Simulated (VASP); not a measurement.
A run of VASP 6.6.1 is set up as follows.

INCAR

```
PREC     = Accurate       # precision mode
ENCUT    = 520            # plane-wave cutoff, eV
EDIFF    = 1E-6           # SCF threshold, eV
ISMEAR   = -1             # smearing method
SIGMA    = 0.05           # smearing width, eV
LREAL    = False          # projectors in reciprocal space
LASPH    = True           # aspherical terms in the spheres
NELM     = 80             # most SCF steps
ALGO     = Normal         # electronic algorithm
ISIF     = 2              # what is computed and relaxed
LWAVE    = False          # write WAVECAR
LCHARG   = False          # write CHGCAR
GGA      = RE             # functional
NBANDS   = 33             # bands
```

File KPOINTS:

```
Automatic mesh
0
Gamma
  10 10 10
```

POSCAR

```
TiO2
1.0
   -1.9085111860      1.9085111860      4.8879120721
    1.9085111860     -1.9085111860      4.8879120721
    1.9085111860      1.9085111860     -4.8879120721
Ti O
2 4
Direct
    0.7500000000      0.2500000000      0.5000000000
    0.0000000000      0.0000000000      0.0000000000
    0.7940934783      0.7940934783      0.0000000000
    0.5440934783      0.0440934783      0.5000000000
    0.9559065217      0.4559065217      0.5000000000
    0.2059065217      0.2059065217      0.0000000000
```

Potentials or basis: VASP PAW PBE potentials, release 64 (Ti_sv, O).

The run is started by

```bash
$ cat potpaw_PBE.64/Ti_sv/POTCAR potpaw_PBE.64/O/POTCAR > POTCAR
$ mpirun -np 1 vasp_std > vasp.out
```

**Question.** Predict the band gap on the k mesh.

**Answer.** 2.12 eV (least direct gap 2.40 eV).

**Question.** What does it give for the pressure?

**Answer.** 0.6 GPa.

Forces on the atoms (eV/Å):
```
Ti   0.000  0.000  0.000
Ti   0.000  0.000  0.000
O    0.000  0.000 -0.017
O    0.000  0.000 -0.017
O    0.000  0.000  0.017
O    0.000  0.000  0.017
```

Caveat: the PAW data sets were made with another functional, which shifts forces and pressure a little. A k mesh can miss the band edges.
